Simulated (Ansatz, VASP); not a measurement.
**Two plane-wave programs on SiCl**

```
Si Cl
1.0
     3.15423    0.00000    0.00000
     0.00000    3.15423    0.00000
     0.00000    0.00000    3.78287
Si Cl
1 1
Direct
  0.50000 0.50000 0.50000
  0.00000 0.00000 0.00000
```

Change from the starting cell: species swapped into the CdPd type (P4/mmm, No. 123).

Alike in both runs: task relaxation of cell and atoms; functional PBE; k mesh 18 × 18 × 14; occupations gaussian, width 0.1 eV; no spin polarisation.

```csv
,VASP,Ansatz
version,VASP 6.6.1,Ansatz 0.2.0
potentials or method,"VASP PAW PBE potentials, release 64 (Si, Cl), cutoff 600 eV","scalar-relativistic, plane waves, PAW"
valence electrons in the cell,11,11
```

```tsv
	VASP	Ansatz	Ansatz less VASP
gap on the k mesh at the Fermi level, each at its own relaxed structure (eV)	none	none	-
relaxed volume (Å³/atom)	19.50	19.50	-0.005
relaxed length of the cell vector where the two differ most in proportion (Å)	3.061	3.061	-0.0006
```

A gap of «none» marks a metal or a gap that the smearing closes.
